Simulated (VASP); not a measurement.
# Na2S (Fm-3m) in VASP: a series of runs

Runs on Na2S. Level: PBE. Tasks: single point, relaxation of cell and atoms.

Program: VASP 6.6.1. These are calculated values, not measurements. Logs are shortened: lines on timing, memory, paths and dates and some standing lists are left out, and cuts for length are marked.

## (1) The cell of the first run

It takes space group Fm-3m (No. 225, cubic). Conventional cell: a = 6.101 Å, b = 6.101 Å, c = 6.101 Å, α = 90.00°, β = 90.00°, γ = 90.00°. Within 3.5 Å of Na (site symmetry -43m) lie 4 S at 2.64 Å and 6 Na at 3.05 Å. S (site symmetry m-3m) has 8 Na at 2.64 Å within 3.5 Å.

## (2) Single point, PBE

The input, INCAR:

```
PREC     = Accurate       # precision mode
ENCUT    = 500            # plane-wave cutoff, eV
EDIFF    = 1E-6           # SCF threshold, eV
ISMEAR   = 0              # smearing method
SIGMA    = 0.01           # smearing width, eV
LREAL    = F              # projectors in reciprocal space
LASPH    = T              # aspherical terms in the spheres
NELM     = 120            # most SCF steps
ALGO     = Normal         # electronic algorithm
ISIF     = 2              # what is computed and relaxed
LWAVE    = F              # write WAVECAR
LCHARG   = F              # write CHGCAR
GGA      = PE             # functional
NBANDS   = 17             # bands
GGA_COMPAT= F
```

The input, KPOINTS:

```
regular mesh
0
Gamma
  6 6 6
```

The input, POSCAR:

```
Na2S
1.0
    0.0000000000      3.0506491793      3.0506491793
    3.0506491793      0.0000000000      3.0506491793
    3.0506491793      3.0506491793      0.0000000000
Na S
2 1
Direct
    0.2500000000      0.2500000000      0.2500000000
    0.7500000000      0.7500000000      0.7500000000
    0.0000000000      0.0000000000      0.0000000000
```

Potentials or basis: VASP PAW PBE potentials, release 64 (Na_pv, S).

The run is started by

```bash
> cat potpaw_PBE.64/Na_pv/POTCAR potpaw_PBE.64/S/POTCAR > POTCAR
> mpirun -np 1 vasp_std > vasp.out
```

OUTCAR:

```text
PREC = Accurate
   ENCUT = 500
   EDIFF = 1E-6
   ISMEAR = 0
   LREAL = F
   LASPH = T
   NELM = 120
   ISIF = 2
   GGA = PE

 ion  position               nearest neighbor table
   1  0.250  0.250  0.250-   3 2.64   3 2.64   3 2.64   3 2.64
   2  0.750  0.750  0.750-   3 2.64   3 2.64   3 2.64   3 2.64
   3  0.000  0.000  0.000-   2 2.64   2 2.64   2 2.64   1 2.64   1 2.64   1 2.64   2 2.64   1 2.64

  LATTYP: Found a face centered cubic cell.
 ALAT       =     6.1012983586

  Lattice vectors:

 A1 = (   0.0000000000,   3.0506491793,   3.0506491793)
 A2 = (   3.0506491793,   0.0000000000,   3.0506491793)
 A3 = (   3.0506491793,   3.0506491793,   0.0000000000)

Analysis of symmetry for initial positions (statically):
=====================================================================
 Subroutine PRICEL returns:
 Original cell was already a primitive cell.

 Routine SETGRP: Setting up the symmetry group for a
 face centered cubic supercell.

 Subroutine GETGRP returns: Found 48 space group operations
 (whereof 48 operations were pure point group operations)
 out of a pool of 48 trial point group operations.

The static configuration has the point symmetry O_h .

Analysis of symmetry for dynamics (positions and initial velocities):
=====================================================================
 Subroutine PRICEL returns:
 Original cell was already a primitive cell.

 Routine SETGRP: Setting up the symmetry group for a
 face centered cubic supercell.

 Subroutine GETGRP returns: Found 48 space group operations
 (whereof 48 operations were pure point group operations)
 out of a pool of 48 trial point group operations.

The dynamic configuration has the point symmetry O_h .

 Subroutine INISYM returns: Found 48 space group operations
 (whereof 48 operations are pure point group operations),
 and found     1 'primitive' translations

----------------------------------------------------------------------------------------

                                     Primitive cell

  volume of cell :      56.7815

  direct lattice vectors                    reciprocal lattice vectors
     0.000000000  3.050649179  3.050649179    -0.163899541  0.163899541  0.163899541
     3.050649179  0.000000000  3.050649179     0.163899541 -0.163899541  0.163899541
     3.050649179  3.050649179  0.000000000     0.163899541  0.163899541 -0.163899541

  length of vectors
     4.314269443  4.314269443  4.314269443     0.283882332  0.283882332  0.283882332

  position of ions in fractional coordinates (direct lattice)
     0.250000000  0.250000000  0.250000000
     0.750000000  0.750000000  0.750000000
     0.000000000  0.000000000  0.000000000

  ion indices of the primitive-cell ions
   primitive index   ion index
                 1           1
                 2           2
                 3           3

----------------------------------------------------------------------------------------

 KPOINTS: regular mesh

Automatic generation of k-mesh.
 Grid dimensions read from file:
 generate k-points for:    6    6    6

 Generating k-lattice:

  Cartesian coordinates                     Fractional coordinates (reciprocal lattice)
    -0.027316590  0.027316590  0.027316590     0.166666667  0.000000000  0.000000000
     0.027316590 -0.027316590  0.027316590     0.000000000  0.166666667  0.000000000
     0.027316590  0.027316590 -0.027316590     0.000000000  0.000000000  0.166666667

  Length of vectors
     0.047313722  0.047313722  0.047313722

  Shift w.r.t. Gamma in fractional coordinates (k-lattice)
     0.000000000  0.000000000  0.000000000

 Subroutine IBZKPT returns following result:
 ===========================================

 Found     16 irreducible k-points:

 Following reciprocal coordinates:
            Coordinates               Weight
  0.000000  0.000000  0.000000      1.000000
  0.166667  0.000000  0.000000      8.000000
  0.333333  0.000000  0.000000      8.000000
  0.500000  0.000000  0.000000      4.000000
  0.166667  0.166667  0.000000      6.000000
  0.333333  0.166667  0.000000     24.000000
[... 8 lines left out ...]
 -0.333333  0.333333  0.166667     24.000000
 -0.333333  0.500000  0.166667     12.000000
   k-points           NKPTS =     16   k-points in BZ     NKDIM =     16   number of bands    NBANDS=     17
   number of dos      NEDOS =    301   number of ions     NIONS =      3
   total plane-waves  NPLWV =  32768
   dimension x,y,z NGX =    32 NGY =   32 NGZ =   32
   dimension x,y,z NGXF=    64 NGYF=   64 NGZF=   64
   ions per type =               2   1
   NGX,Y,Z   is equivalent  to a cutoff of  12.33, 12.33, 12.33 a.u.
   NGXF,Y,Z  is equivalent  to a cutoff of  24.66, 24.66, 24.66 a.u.
 SYSTEM =  unknown system
   PREC   = accura    normal or accurate (medium, high low for compatibility)
   ISTART =      0    job   : 0-new  1-cont  2-samecut
   ICHARG =      2    charge: 1-file 2-atom 10-const
   ISPIN  =      1    spin polarized calculation?
   LNONCOLLINEAR =      F non collinear calculations
   LSORBIT =      F    spin-orbit coupling
   LASPH  =      T    aspherical Exc in radial PAW
   ENCUT  =  500.0 eV  36.75 Ry    6.06 a.u.   7.87  7.87  7.87*2*pi/ulx,y,z
   NELM   =    120;   NELMIN=  2; NELMDL= -5     # of ELM steps
   EDIFF  = 0.1E-05   stopping-criterion for ELM
   LREAL  =      F    real-space projection
   EDIFFG = 0.1E-04   stopping-criterion for IOM
   NSW    =      0    number of steps for IOM
   IBRION =     -1    ionic relax: 0-MD 1-quasi-New 2-CG
   NFREE  =      0    steps in history (QN), initial steepest desc. (CG)
   ISIF   =      2    stress and relaxation
   ISYM   =      2    0-nonsym 1-usesym 2-fastsym
   POTIM  = 0.5000    time-step for ionic-motion
   TEBEG  =    0.0;   TEEND  =   0.0 temperature during run
   PSTRESS=    0.0 pullay stress
   NELECT =      20.0000    total number of electrons
   NUPDOWN=      -1.0000    fix difference up-down
   EMIN   =  10.00;   EMAX   =-10.00  energy-range for DOS
   EFERMI =   0.00;   METHOD = LEGACY
   ISMEAR =     0;   SIGMA  =   0.01  broadening in eV -4-tet -1-fermi 0-gaus
   EFERMI_NEDOS =   21; number of points for ismear=-14 and -15
   IALGO  =     38    algorithm
   IMIX   =      4    mixing-type and parameters
     AMIX     =   0.40;   BMIX     =  1.00
     AMIX_MAG =   1.60;   BMIX_MAG =  1.00
  volume/ion in A,a.u.               =      18.93       127.73
  Fermi-wavevector in a.u.,A,eV,Ry     =   1.156155  2.184815 18.186817  1.336693
  Thomas-Fermi vector in A             =   2.292777
   LORBIT       =      0    0 simple, 1 ext, 2 COOP (PROOUT), +10 PAW based schemes
   GGA     = PE    functional components
   LHFCALC =     F    Hartree Fock is set to
   AEXX    =    0.0000 exact exchange contribution
   IVDW    =     0    specifies the selected vdW correction
   LEPSILON=     F    determine dielectric tensor
   LRPA    =     F    only Hartree local field effects (RPA)
 non-spin polarized calculation
 Gauss-broadening in eV      SIGMA  =   0.01
  energy-cutoff  :      500.00
  volume of cell :       56.78
 maximum number of plane-waves:      1459
   NGX = 15   NGY = 15   NGZ = 15

 number of electron      19.9999989 magnetization

 Free energy of the ion-electron system (eV)
  ---------------------------------------------------
  ext. energy  EPLUGINS =         0.00000000
  ---------------------------------------------------
  free energy    TOTEN  =        -9.60925094 eV

  energy without entropy =       -9.60925094  energy(sigma->0) =       -9.60925094

 E-fermi :   1.2705     XC(G=0):  -8.6410

 val. band max:        1.2106824052   @ k =   0.0000   0.0000   0.0000
 cond. band min:       4.4599660556   @ k =   0.0000   0.0000   0.0000
 fundamental gap:      3.2492836504
 Fermi energy:         1.2704514200

 k-point     1 :       0.0000    0.0000    0.0000
  band No.  band energies     occupation
      1     -20.6575      2.00000
      2     -20.6575      2.00000
      3     -20.6575      2.00000
      4     -20.5554      2.00000
      5     -20.5554      2.00000
      6     -20.5554      2.00000
[... 9 lines left out ...]
     16      11.0228      0.00000
     17      13.6296      0.00000

 k-point     2 :       0.1667    0.0000    0.0000
  band No.  band energies     occupation
      1     -20.6541      2.00000
      2     -20.6513      2.00000
      3     -20.6513      2.00000
      4     -20.5674      2.00000
      5     -20.5628      2.00000
      6     -20.5628      2.00000
[... 9 lines left out ...]
     16      10.6698      0.00000
     17      12.9516      0.00000

 k-point     3 :       0.3333    0.0000    0.0000
  band No.  band energies     occupation
      1     -20.6439      2.00000
      2     -20.6339      2.00000
      3     -20.6339      2.00000
      4     -20.5948      2.00000
      5     -20.5826      2.00000
      6     -20.5826      2.00000
[... 9 lines left out ...]
     16      11.7956      0.00000
     17      12.9362      0.00000

 k-point     4 :       0.5000    0.0000    0.0000
  band No.  band energies     occupation
      1     -20.6311      2.00000
      2     -20.6161      2.00000
      3     -20.6110      2.00000
      4     -20.6110      2.00000
      5     -20.6067      2.00000
      6     -20.6067      2.00000
[... 9 lines left out ...]
     16      13.4067      0.00000
     17      14.3386      0.00000

 k-point     5 :       0.1667    0.1667    0.0000
  band No.  band energies     occupation
      1     -20.6638      2.00000
      2     -20.6638      2.00000
      3     -20.6251      2.00000
      4     -20.5971      2.00000
      5     -20.5516      2.00000
      6     -20.5516      2.00000
[... 9 lines left out ...]
     16      11.4384      0.00000
     17      14.2391      0.00000

 k-point     6 :       0.3333    0.1667    0.0000
  band No.  band energies     occupation
      1     -20.6649      2.00000
      2     -20.6620      2.00000
      3     -20.6347      2.00000
      4     -20.5952      2.00000
      5     -20.5581      2.00000
      6     -20.5559      2.00000
[... 9 lines left out ...]
     16      12.3625      0.00000
     17      13.7327      0.00000

 k-point     7 :       0.5000    0.1667    0.0000
  band No.  band energies     occupation
      1     -20.6676      2.00000
      2     -20.6507      2.00000
      3     -20.6452      2.00000
      4     -20.5801      2.00000
      5     -20.5739      2.00000
      6     -20.5678      2.00000
[... 9 lines left out ...]
     16      13.5003      0.00000
     17      14.5724      0.00000

 k-point     8 :      -0.3333    0.1667    0.0000
  band No.  band energies     occupation
      1     -20.6773      2.00000
      2     -20.6292      2.00000
      3     -20.6176      2.00000
      4     -20.6073      2.00000
      5     -20.6001      2.00000
      6     -20.5503      2.00000
[... 9 lines left out ...]
     16      13.4927      0.00000
     17      13.9092      0.00000
[... 43 lines left out ...]
      1     -20.7051      2.00000
      2     -20.6748      2.00000
      3     -20.6726      2.00000
      4     -20.5511      2.00000
      5     -20.5492      2.00000
      6     -20.5377      2.00000
[... 9 lines left out ...]
     16      13.8797      0.00000
     17      14.6060      0.00000

 k-point    12 :      -0.3333    0.3333    0.0000
  band No.  band energies     occupation
      1     -20.7034      2.00000
      2     -20.6588      2.00000
      3     -20.6508      2.00000
      4     -20.5749      2.00000
      5     -20.5695      2.00000
      6     -20.5337      2.00000
[... 9 lines left out ...]
     16      12.1632      0.00000
     17      15.8798      0.00000

 k-point    13 :       0.5000    0.5000    0.0000
  band No.  band energies     occupation
      1     -20.7198      2.00000
      2     -20.6828      2.00000
      3     -20.6828      2.00000
      4     -20.5403      2.00000
      5     -20.5403      2.00000
      6     -20.5270      2.00000
[... 9 lines left out ...]
     16      13.9707      0.00000
     17      14.3871      0.00000

 k-point    14 :       0.5000    0.3333    0.1667
  band No.  band energies     occupation
      1     -20.6871      2.00000
      2     -20.6696      2.00000
      3     -20.6420      2.00000
      4     -20.5811      2.00000
      5     -20.5640      2.00000
      6     -20.5406      2.00000
[... 9 lines left out ...]
     16      13.6244      0.00000
     17      14.3552      0.00000

 k-point    15 :      -0.3333    0.3333    0.1667
  band No.  band energies     occupation
      1     -20.6964      2.00000
      2     -20.6823      2.00000
      3     -20.6125      2.00000
      4     -20.6122      2.00000
      5     -20.5449      2.00000
      6     -20.5428      2.00000
[... 9 lines left out ...]
     16      13.0590      0.00000
     17      14.3835      0.00000

 k-point    16 :      -0.3333    0.5000    0.1667
  band No.  band energies     occupation
      1     -20.7126      2.00000
      2     -20.6899      2.00000
      3     -20.6475      2.00000
      4     -20.5763      2.00000
      5     -20.5371      2.00000
      6     -20.5303      2.00000
[... 9 lines left out ...]
     16      13.6590      0.00000
     17      14.3879      0.00000

------------------------ aborting loop because EDIFF is reached ----------------------------------------

  FORCE on cell =-STRESS in cart. coord.  units (eV):
  Direction    XX          YY          ZZ          XY          YZ          ZX
  --------------------------------------------------------------------------------------
  -------------------------------------------------------------------------------------
  Total        3.5610107      3.5610107      3.5610107      0.0000000      0.0000000      0.0000000
  in kB      100.4794078    100.4794078    100.4794078      0.0000000      0.0000000      0.0000000
  external PRESSURE =     100.4794078 kB  Pullay stress =       0.0000000 kB

 VOLUME and BASIS-vectors are now :
 -----------------------------------------------------------------------------
  energy-cutoff  :      500.00
  volume of cell :       56.78
      direct lattice vectors                 reciprocal lattice vectors
     0.000000000  3.050649179  3.050649179    -0.163899541  0.163899541  0.163899541
     3.050649179  0.000000000  3.050649179     0.163899541 -0.163899541  0.163899541
     3.050649179  3.050649179  0.000000000     0.163899541  0.163899541 -0.163899541

 POSITION                                       TOTAL-FORCE (eV/Angst)
 -----------------------------------------------------------------------------------
      1.52532      1.52532      1.52532        -0.000000     -0.000000      0.000000
      4.57597      4.57597      4.57597         0.000000      0.000000     -0.000000
      0.00000      0.00000      0.00000         0.000000     -0.000000      0.000000
 -----------------------------------------------------------------------------------
    total drift:                               -0.000000     -0.000000      0.000000

  FREE ENERGIE OF THE ION-ELECTRON SYSTEM (eV)
  ---------------------------------------------------
  free  energy   TOTEN  =        -9.6092509421 eV

  energy  without entropy=       -9.6092509421  energy(sigma->0) =       -9.60925094
```

It took 13 s on 1 thread of Intel Xeon 8259CL, shared host; peak memory 0.17 GiB.

Results:

```
Free energy            : -9.6093 eV
Pressure               : 10.0 GPa
Band gap on the k mesh : 3.25 eV
```

Caveat: the cell stands under pressure. Expect the measured gap to be larger: semilocal functionals such as PBE lack the derivative discontinuity.

## (3) Single point, PBE

The input, INCAR:

```
SYSTEM = Na2S
PREC = Accurate
ENCUT = 500
EDIFF = 1E-6
ISMEAR = 0
SIGMA = 0.01
LREAL = .False.
LASPH = .True.
NELM = 120
ALGO = Normal
ISIF = 2
LWAVE = .False.
LCHARG = .False.
GGA = PE
NBANDS = 17
GGA_COMPAT = .False.
```

The input, KPOINTS:

```
regular mesh
0
Gamma
  6 6 6
  0 0 0
```

The input, POSCAR:

```
Na2S
1.0
    0.0000000000      3.0506491794      3.0506491794
    3.0506491794      0.0000000000      3.0506491794
    3.0506491794      3.0506491794      0.0000000000
Na S
2 1
Direct
    0.2500000000      0.2500000000      0.2500000000
    0.7500000000      0.7500000000      0.7500000000
    0.0000000000      0.0000000000      0.0000000000
```

Potentials or basis: VASP PAW PBE potentials, release 64 (Na_pv, S).

The run is started by

```bash
> cat potpaw_PBE.64/Na_pv/POTCAR potpaw_PBE.64/S/POTCAR > POTCAR
> mpirun -np 1 vasp_std > vasp.out
```

Run time: 14 s. Hardware: 1 thread of Intel Xeon 8259CL, shared host; peak memory 0.17 GiB.

Results (log left out):

- Free energy: -9.6093 eV
- Pressure: 10.0 GPa
- Band gap on the k mesh: 3.25 eV

Levels at points of the mesh, in eV from the valence-band top:
```csv
k point,band 6,band 7,band 8,band 9,band 10,band 11,band 12,band 13,band 14,band 15
"(0.00, 0.00, 0.00)",-21.77,-10.48,0.00,0.00,0.00,3.25,8.48,8.48,8.48,9.81
"(0.50, 0.00, 0.00)",-21.82,-10.06,-2.01,-0.13,-0.13,5.71,7.30,7.60,7.60,12.20
"(0.50, 0.50, 0.00)",-21.74,-9.92,-1.80,-0.52,-0.52,3.90,6.64,10.28,11.21,11.21
```

Caveat: the cell stands under pressure. Expect the measured gap to be larger: semilocal functionals such as PBE lack the derivative discontinuity.

[end of part 1 of 3]
